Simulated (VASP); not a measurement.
Wanted: the native input for a VASP 6.6.1 run.

| Item | Value |
| --- | --- |
| Task | single point |
| Functional | PBE |
| Potentials or basis | VASP PAW PBE potentials, release 64 (Ag) |
| Cutoff | 520 eV |
| k mesh | 46 × 46 × 46 |
| Occupations | fermi-dirac, width 0.0612256 eV |
| Spin | no spin polarisation |
| Dipole correction | no |
| Further INCAR settings | ALGO = Normal; EDIFF = 1e-06; NBANDS = 12 |

The structure of Ag lies in POSCAR:

```
Ag
1.0
   -1.6833461747      1.6833461747      1.6833461747
    1.6833461747     -1.6833461747      1.6833461747
    1.6833461747      1.6833461747     -1.6833461747
Ag
1
Direct
    0.0000000000      0.0000000000      0.0000000000
```

The input as run:

INCAR

```
ALGO = Normal
EDIFF = 1E-6
ENCUT = 520
GGA = PE
ISIF = 2
ISMEAR = -1
LASPH = True
LCHARG = False
LREAL = False
LWAVE = False
NBANDS = 12
NELM = 60
PREC = Accurate
SIGMA = 0.06122561905347299
```

KPOINTS

```
k-points
0
Gamma
  46 46 46
```

Potentials or basis: VASP PAW PBE potentials, release 64 (Ag).

Command:

```bash
$ cat potpaw_PBE.64/Ag/POTCAR > POTCAR
$ mpirun -np 1 vasp_std > vasp.out
```

Results of the run:

* Pressure: -4.5 GPa

It took 10 min on 1 thread of Oxide Virtual Turin-like Processor, with other jobs on the host, peak memory 0.58 GiB.
